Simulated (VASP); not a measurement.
Wanted: the native input for a VASP 6.6.1 run.

| Item | Value |
| --- | --- |
| Task | single point |
| Functional | BLYP |
| Dispersion | D3(BJ) |
| Potentials or basis | VASP PAW PBE potentials, release 64 (In_d, P) |
| Cutoff | 520 eV |
| k mesh | 8 × 8 × 8 |
| Occupations | fermi-dirac, width 0.05 eV |
| Spin | no spin polarisation |
| Dipole correction | no |
| Further INCAR settings | ALGO = Normal; EDIFF = 1e-06; NBANDS = 16 |

The structure of InP lies in POSCAR:

```
InP
1.0
    0.0000000000      2.9879753761      2.9879753761
    2.9879753761      0.0000000000      2.9879753761
    2.9879753761      2.9879753761      0.0000000000
In P
1 1
Direct
    0.0000000000      0.0000000000      0.0000000000
    0.7500000000      0.7500000000      0.7500000000
```

These files were run (other wordings do the same):

INCAR

```
SYSTEM = InP
PREC     = Accurate       ! precision mode
ENCUT    = 520            ! plane-wave cutoff, eV
EDIFF    = 1E-6           ! SCF threshold, eV
ISMEAR   = -1             ! smearing method
SIGMA    = 0.05           ! smearing width, eV
LREAL    = .False.        ! projectors in reciprocal space
LASPH    = .True.         ! aspherical terms in the spheres
NELM     = 100            ! most SCF steps
ALGO     = Normal         ! electronic algorithm
ISIF     = 2              ! what is computed and relaxed
LWAVE    = .False.        ! write WAVECAR
LCHARG   = .False.        ! write CHGCAR
GGA      = B5             ! functional
ALDAX    = 1.0          
AGGAX    = 1.0          
AGGAC    = 1.0          
ALDAC    = 0.0          
IVDW     = 12             ! dispersion correction
VDW_S6   = 1.0          
VDW_S8   = 2.6996       
VDW_A1   = 0.4298       
VDW_A2   = 4.2359       
NBANDS   = 16             ! bands
```

KPOINTS

```
Automatic mesh
0
Gamma
  8 8 8
  0 0 0
```

Potentials or basis: VASP PAW PBE potentials, release 64 (In_d, P).

Launch:

```sh
$ cat potpaw_PBE.64/In_d/POTCAR potpaw_PBE.64/P/POTCAR > POTCAR
$ mpirun -np 1 vasp_std > vasp.out
```

It gave:

```
Pressure                   : -1.9 GPa
Band gap on the k mesh     : 0.30 eV, direct
Dispersion energy per atom : -0.670 eV
```

Caveat: the PAW data sets were made with another functional, which shifts forces and pressure a little; spin-orbit coupling is left out, which moves the levels of the heavy elements.

It took 34 s on 1 thread of AMD EPYC 7R13 Processor (Zen 3), with other jobs on the host, peak memory 0.16 GiB.
